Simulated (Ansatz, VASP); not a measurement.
# C: VASP beside Ansatz

The input POSCAR:

```
C
1.0
    0.0000000000      1.7803725545      1.7803725545
    1.7803725545      0.0000000000      1.7803725545
    1.7803725545      1.7803725545      0.0000000000
C
2
Direct
    0.0000000000      0.0000000000      0.0000000000
    0.2500000000      0.2500000000      0.2619149219
```

The input INCAR.step1:

```
SYSTEM = C
ALGO = Normal
EDIFF = 1E-4
ENCUT = 520
GGA = PE
ISMEAR = -1
LASPH = .TRUE.
LCHARG = .FALSE.
LREAL = .FALSE.
LWAVE = .TRUE.
NBANDS = 11
NELM = 60
PREC = Accurate
SIGMA = 0.03
```

File INCAR.step2:

```
SYSTEM = C
ALGO = Normal
EDIFF = 1E-8
ENCUT = 520
ISIF = 2
ISMEAR = -1
ISTART = 1
LASPH = .TRUE.
LCHARG = .FALSE.
LEFG = .TRUE.
LMIXTAU = .TRUE.
LREAL = .FALSE.
LWAVE = .FALSE.
METAGGA = R2SCAN
NBANDS = 11
NELM = 60
PREC = Accurate
SIGMA = 0.03
```

The input KPOINTS:

```
k-points
0
G
  14 14 14
  0 0 0
```

Input for Ansatz:

```yaml
crystal:
  lattice:
    - [0.0, 1.7803725545, 1.7803725545]
    - [1.7803725545, 0.0, 1.7803725545]
    - [1.7803725545, 1.7803725545, 0.0]
  atoms:
    - { symbol: C, position: [0.0, 0.0, 0.0] }
    - { symbol: C, position: [0.25, 0.25, 0.2619149219] }
kpoints:
  mp_grid: { grid: [14, 14, 14] }
scf:
  occupations: { method: fermi_dirac, width: 0.03 }
hamiltonian:
  xc: r2scan
  pseudopotentials: { kind: all_electron, datasets: crystal }
output:
  forces: true
  stress: true
  eigenvalues: true
  efg: { contact_densities: true }
```

Alike in both runs: task electric field gradients; functional r2SCAN; k mesh 14 × 14 × 14; occupations fermi-dirac, width 0.03 eV; no spin polarisation.

```csv
,VASP,Ansatz
version,VASP 6.6.1,Ansatz 0.2.0
potentials or method,"VASP PAW PBE potentials, release 64 (C), cutoff 520 eV","all-electron PAW with datasets made for the crystal, scalar-relativistic"
```

|  | VASP | Ansatz | Ansatz less VASP |
| --- | --- | --- | --- |
| gap on the k mesh at the Fermi level (eV) | 3.82 | 3.85 | +0.025 |
| pressure (GPa) | 1.3 | -0.1 | -1.31 |
| traceless stress, the component that is largest in VASP (GPa) | -0.77 | -0.65 | +0.120 |
| rms of the force components (eV/Å) | 0.673 | 0.669 | -0.0035 |
| size of Vzz on the site where it differs most (V/Å²) | 1.7 | 1.3 | -0.44 |

VASP's potentials were made for PBE, not for r2SCAN. Atom by atom the forces differ by 0.003 eV/Å (rms over components). Ansatz ran all-electron here, and VASP with PAW potentials.
